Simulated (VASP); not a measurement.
# BN (P6_3/mmc) in VASP: a series of runs

The runs below take BN through single point, with PBEsol.

All numbers are computed with VASP 6.6.1; they aren't measurements. Logs are shortened: lines on timing, memory, paths and dates and some standing lists are left out, and cuts for length are marked.

**1. The cell of the first run**

The structure is hexagonal, space group P6_3/mmc (No. 194). The conventional cell has a = 2.480 Å, b = 2.480 Å, c = 6.481 Å, α = 90.00°, β = 90.00°, γ = 120.00°. B (site symmetry -6m2) has 3 N at 1.43 Å within 1.9 Å. N (site symmetry -6m2) has 3 B at 1.43 Å within 1.9 Å.

**2. Single point, PBEsol (volume 8.631 Å^3 an atom, c/a of the conventional cell 2.6133)**

The input, INCAR:

```
  PREC = Accurate
  ENCUT = 520
  EDIFF = 1E-6
  ISMEAR = 0
  SIGMA = 0.05
  LREAL = False
  LASPH = True
  NELM = 100
  ALGO = Normal
  ISIF = 2
  LWAVE = False
  LCHARG = False
  GGA = PS
  NBANDS = 16
```

The input, KPOINTS:

```
Automatic mesh
0
Gamma
  12 12 4
```

The input, POSCAR:

```
BN
1.0
    2.4800878758      0.0000000000      0.0000000000
   -1.2400439379      2.1478191041      0.0000000000
    0.0000000000      0.0000000000      6.4812136459
B N
2 2
Direct
    0.3333333333      0.6666666667      0.2500000000
    0.6666666667      0.3333333333      0.7500000000
    0.3333333333      0.6666666667      0.7500000000
    0.6666666667      0.3333333333      0.2500000000
```

Potentials or basis: VASP PAW PBE potentials, release 64 (B, N).

Command:

```sh
$ cat potpaw_PBE.64/B/POTCAR potpaw_PBE.64/N/POTCAR > POTCAR
$ mpirun -np 1 vasp_std > vasp.out
```

OUTCAR:

```text
PREC = Accurate
   ENCUT = 520
   EDIFF = 1E-6
   ISMEAR = 0
   LREAL = False
   LASPH = True
   NELM = 100
   ISIF = 2
   GGA = PS

 ion  position               nearest neighbor table
   1  0.333  0.667  0.250-   4 1.43   4 1.43   4 1.43
   2  0.667  0.333  0.750-   3 1.43   3 1.43   3 1.43
   3  0.333  0.667  0.750-   2 1.43   2 1.43   2 1.43
   4  0.667  0.333  0.250-   1 1.43   1 1.43   1 1.43

  LATTYP: Found a hexagonal cell.
 ALAT       =     2.4800878758
 C/A-ratio  =     2.6133000000

  Lattice vectors:

 A1 = (   2.4800878758,   0.0000000000,   0.0000000000)
 A2 = (  -1.2400439379,   2.1478191041,   0.0000000000)
 A3 = (   0.0000000000,   0.0000000000,   6.4812136459)

Analysis of symmetry for initial positions (statically):
=====================================================================
 Subroutine PRICEL returns:
 Original cell was already a primitive cell.

 Routine SETGRP: Setting up the symmetry group for a
 hexagonal supercell.

 Subroutine GETGRP returns: Found 24 space group operations
 (whereof 12 operations were pure point group operations)
 out of a pool of 24 trial point group operations.

The static configuration has the point symmetry D_3d.
 The point group associated with its full space group is D_6h.

Analysis of symmetry for dynamics (positions and initial velocities):
=====================================================================
 Subroutine PRICEL returns:
 Original cell was already a primitive cell.

 Routine SETGRP: Setting up the symmetry group for a
 hexagonal supercell.

 Subroutine GETGRP returns: Found 24 space group operations
 (whereof 12 operations were pure point group operations)
 out of a pool of 24 trial point group operations.

The dynamic configuration has the point symmetry D_3d.
 The point group associated with its full space group is D_6h.

 Subroutine INISYM returns: Found 24 space group operations
 (whereof 12 operations are pure point group operations),
 and found     1 'primitive' translations

----------------------------------------------------------------------------------------

                                     Primitive cell

  volume of cell :      34.5240

  direct lattice vectors                    reciprocal lattice vectors
     2.480087876  0.000000000  0.000000000     0.403211519  0.232794279  0.000000000
    -1.240043938  2.147819104  0.000000000     0.000000000  0.465588558  0.000000000
     0.000000000  0.000000000  6.481213646     0.000000000  0.000000000  0.154292090

  length of vectors
     2.480087876  2.480087876  6.481213646     0.465588558  0.465588558  0.154292090

  position of ions in fractional coordinates (direct lattice)
     0.333333333  0.666666667  0.250000000
     0.666666667  0.333333333  0.750000000
     0.333333333  0.666666667  0.750000000
     0.666666667  0.333333333  0.250000000

  ion indices of the primitive-cell ions
   primitive index   ion index
                 1           1
                 2           2
                 3           3
                 4           4

----------------------------------------------------------------------------------------

 KPOINTS: Automatic mesh

Automatic generation of k-mesh.
 Grid dimensions read from file:
 generate k-points for:   12   12    4

 Generating k-lattice:

  Cartesian coordinates                     Fractional coordinates (reciprocal lattice)
     0.033600960  0.019399523  0.000000000     0.083333333  0.000000000  0.000000000
     0.000000000  0.038799047  0.000000000     0.000000000  0.083333333  0.000000000
     0.000000000  0.000000000  0.038573023     0.000000000  0.000000000  0.250000000

  Length of vectors
     0.038799047  0.038799047  0.038573023

  Shift w.r.t. Gamma in fractional coordinates (k-lattice)
     0.000000000  0.000000000  0.000000000

 Subroutine IBZKPT returns following result:
 ===========================================

 Found     57 irreducible k-points:

 Following reciprocal coordinates:
            Coordinates               Weight
  0.000000  0.000000  0.000000      1.000000
  0.083333  0.000000  0.000000      6.000000
  0.166667 -0.000000  0.000000      6.000000
  0.250000 -0.000000  0.000000      6.000000
  0.333333  0.000000  0.000000      6.000000
  0.416667 -0.000000  0.000000      6.000000
[... 16 lines left out ...]
  0.250000 -0.000000  0.250000     12.000000
  0.333333  0.000000  0.250000     12.000000
 [... further k-points ...]
   k-points           NKPTS =     57   k-points in BZ     NKDIM =     57   number of bands    NBANDS=     16
   number of dos      NEDOS =    301   number of ions     NIONS =      4
   total plane-waves  NPLWV =  15552
   dimension x,y,z NGX =    18 NGY =   18 NGZ =   48
   dimension x,y,z NGXF=    36 NGYF=   36 NGZF=   96
   ions per type =               2   2
   NGX,Y,Z   is equivalent  to a cutoff of  12.07, 12.07, 12.31 a.u.
   NGXF,Y,Z  is equivalent  to a cutoff of  24.13, 24.13, 24.62 a.u.
 SYSTEM =  unknown system
   PREC   = accura    normal or accurate (medium, high low for compatibility)
   ISTART =      0    job   : 0-new  1-cont  2-samecut
   ICHARG =      2    charge: 1-file 2-atom 10-const
   ISPIN  =      1    spin polarized calculation?
   LNONCOLLINEAR =      F non collinear calculations
   LSORBIT =      F    spin-orbit coupling
   LASPH  =      T    aspherical Exc in radial PAW
   ENCUT  =  520.0 eV  38.22 Ry    6.18 a.u.   4.61  4.61 12.05*2*pi/ulx,y,z
   NELM   =    100;   NELMIN=  2; NELMDL= -5     # of ELM steps
   EDIFF  = 0.1E-05   stopping-criterion for ELM
   LREAL  =      F    real-space projection
   EDIFFG = 0.1E-04   stopping-criterion for IOM
   NSW    =      0    number of steps for IOM
   IBRION =     -1    ionic relax: 0-MD 1-quasi-New 2-CG
   NFREE  =      0    steps in history (QN), initial steepest desc. (CG)
   ISIF   =      2    stress and relaxation
   ISYM   =      2    0-nonsym 1-usesym 2-fastsym
   POTIM  = 0.5000    time-step for ionic-motion
   TEBEG  =    0.0;   TEEND  =   0.0 temperature during run
   PSTRESS=    0.0 pullay stress
   NELECT =      16.0000    total number of electrons
   NUPDOWN=      -1.0000    fix difference up-down
   EMIN   =  10.00;   EMAX   =-10.00  energy-range for DOS
   EFERMI =   0.00;   METHOD = LEGACY
   ISMEAR =     0;   SIGMA  =   0.05  broadening in eV -4-tet -1-fermi 0-gaus
   EFERMI_NEDOS =   21; number of points for ismear=-14 and -15
   IALGO  =     38    algorithm
   IMIX   =      4    mixing-type and parameters
     AMIX     =   0.40;   BMIX     =  1.00
     AMIX_MAG =   1.60;   BMIX_MAG =  1.00
  volume/ion in A,a.u.               =       8.63        58.24
  Fermi-wavevector in a.u.,A,eV,Ry     =   1.266896  2.394087 21.837713  1.605027
  Thomas-Fermi vector in A             =   2.400073
   LORBIT       =      0    0 simple, 1 ext, 2 COOP (PROOUT), +10 PAW based schemes
   GGA     = PS    functional components
   LHFCALC =     F    Hartree Fock is set to
   AEXX    =    0.0000 exact exchange contribution
   IVDW    =     0    specifies the selected vdW correction
   LEPSILON=     F    determine dielectric tensor
   LRPA    =     F    only Hartree local field effects (RPA)
 non-spin polarized calculation
 Gauss-broadening in eV      SIGMA  =   0.05
  energy-cutoff  :      520.00
  volume of cell :       34.52
 maximum number of plane-waves:       950
   NGX =  9   NGY =  9   NGZ = 25

 number of electron      15.9999994 magnetization

 Free energy of the ion-electron system (eV)
  ---------------------------------------------------
  ext. energy  EPLUGINS =         0.00000000
  ---------------------------------------------------
  free energy    TOTEN  =       -36.53162857 eV

  energy without entropy =      -36.53162857  energy(sigma->0) =      -36.53162857

 E-fermi :   2.8344     XC(G=0): -10.5262

 val. band max:        2.5273051483   @ k =   0.3333   0.2500   0.0000
 cond. band min:       6.6869723328   @ k =   0.5000  -0.0000   0.0000
 fundamental gap:      4.1596671845
 Fermi energy:         2.8344302619

 k-point     1 :       0.0000    0.0000    0.0000
  band No.  band energies     occupation
      1     -15.4479      2.00000
      2     -15.0867      2.00000
      3      -4.0386      2.00000
      4      -1.6130      2.00000
      5       1.2403      2.00000
      6       1.2403      2.00000
[... 8 lines left out ...]
     15      15.3457      0.00000
     16      15.8726      0.00000

 k-point     2 :       0.0833    0.0000    0.0000
  band No.  band energies     occupation
      1     -15.3081      2.00000
      2     -14.9524      2.00000
      3      -3.8462      2.00000
      4      -1.4414      2.00000
      5       0.6732      2.00000
      6       0.7153      2.00000
[... 8 lines left out ...]
     15      15.3358      0.00000
     16      15.7991      0.00000

 k-point     3 :       0.1667   -0.0000    0.0000
  band No.  band energies     occupation
      1     -14.8956      2.00000
      2     -14.5566      2.00000
      3      -3.2756      2.00000
      4      -0.9370      2.00000
      5      -0.7698      2.00000
      6      -0.7175      2.00000
[... 8 lines left out ...]
     15      16.6655      0.00000
     16      16.8808      0.00000

 k-point     4 :       0.2500   -0.0000    0.0000
  band No.  band energies     occupation
      1     -14.2360      2.00000
      2     -13.9268      2.00000
      3      -2.6091      2.00000
      4      -2.5309      2.00000
      5      -2.3510      2.00000
      6      -0.4484      2.00000
[... 8 lines left out ...]
     15      18.2296      0.00000
     16      18.8728      0.00000
[... 324 lines left out ...]
 k-point    22 :       0.1667   -0.0000    0.2500
  band No.  band energies     occupation
      1     -14.8489      2.00000
      2     -14.6094      2.00000
      3      -2.9954      2.00000
      4      -1.3851      2.00000
      5      -0.7554      2.00000
      6      -0.6996      2.00000
[... 8 lines left out ...]
     15      16.5462      0.00000
     16      16.6441      0.00000

 k-point    23 :       0.2500   -0.0000    0.2500
  band No.  band energies     occupation
      1     -14.1932      2.00000
      2     -13.9746      2.00000
      3      -2.6247      2.00000
      4      -2.5517      2.00000
      5      -2.0493      2.00000
      6      -0.5222      2.00000
[... 8 lines left out ...]
     15      18.8907      0.00000
     16      18.9870      0.00000

 k-point    24 :       0.3333    0.0000    0.2500
  band No.  band energies     occupation
      1     -13.3578      2.00000
      2     -13.1734      2.00000
      3      -4.4377      2.00000
      4      -4.3646      2.00000
      5      -1.0869      2.00000
      6      -1.0337      2.00000
[... 8 lines left out ...]
     15      19.6007      0.00000
     16      21.5009      0.00000

 [... further k-points ...]

------------------------ aborting loop because EDIFF is reached ----------------------------------------

  FORCE on cell =-STRESS in cart. coord.  units (eV):
  Direction    XX          YY          ZZ          XY          YZ          ZX
  --------------------------------------------------------------------------------------
  -------------------------------------------------------------------------------------
  Total        2.5751038      2.5751038      0.3228179      0.0000000     -0.0000000      0.0000000
  in kB      119.5044892    119.5044892     14.9812160      0.0000000     -0.0000000      0.0000000
  external PRESSURE =      84.6633982 kB  Pullay stress =       0.0000000 kB

 VOLUME and BASIS-vectors are now :
 -----------------------------------------------------------------------------
  energy-cutoff  :      520.00
  volume of cell :       34.52
      direct lattice vectors                 reciprocal lattice vectors
     2.480087876  0.000000000  0.000000000     0.403211519  0.232794279  0.000000000
    -1.240043938  2.147819104  0.000000000     0.000000000  0.465588558  0.000000000
     0.000000000  0.000000000  6.481213646     0.000000000  0.000000000  0.154292090

 POSITION                                       TOTAL-FORCE (eV/Angst)
 -----------------------------------------------------------------------------------
     -0.00000      1.43188      1.62030         0.000000      0.000000      0.000000
      1.24004      0.71594      4.86091        -0.000000      0.000000      0.000000
     -0.00000      1.43188      4.86091         0.000000     -0.000000      0.000000
      1.24004      0.71594      1.62030         0.000000      0.000000      0.000000
 -----------------------------------------------------------------------------------
    total drift:                               -0.000000      0.000000     -0.000000

  FREE ENERGIE OF THE ION-ELECTRON SYSTEM (eV)
  ---------------------------------------------------
  free  energy   TOTEN  =       -36.5316285715 eV

  energy  without entropy=      -36.5316285715  energy(sigma->0) =      -36.53162857
```

Run time: 16 s. Hardware: 1 thread of AMD EPYC 9R45 (Zen 5), shared host; peak memory 0.12 GiB.

Results:

| Quantity | Value |
| --- | --- |
| Free energy | -36.5316 eV |
| Pressure | 8.5 GPa |
| Band gap on the k mesh | 4.16 eV, indirect (least direct gap 4.58 eV) |

Stress tensor (GPa, compression positive):
```
11.95  0.00  0.00
 0.00 11.95  0.00
 0.00  0.00  1.50
```

Caveat: the PAW data sets were made with another functional, which shifts forces and pressure a little; this functional lacks dispersion, which binds the layers, so the pressure and a relaxed spacing across them are unreliable.

(Part 1 of 3 ends here.)
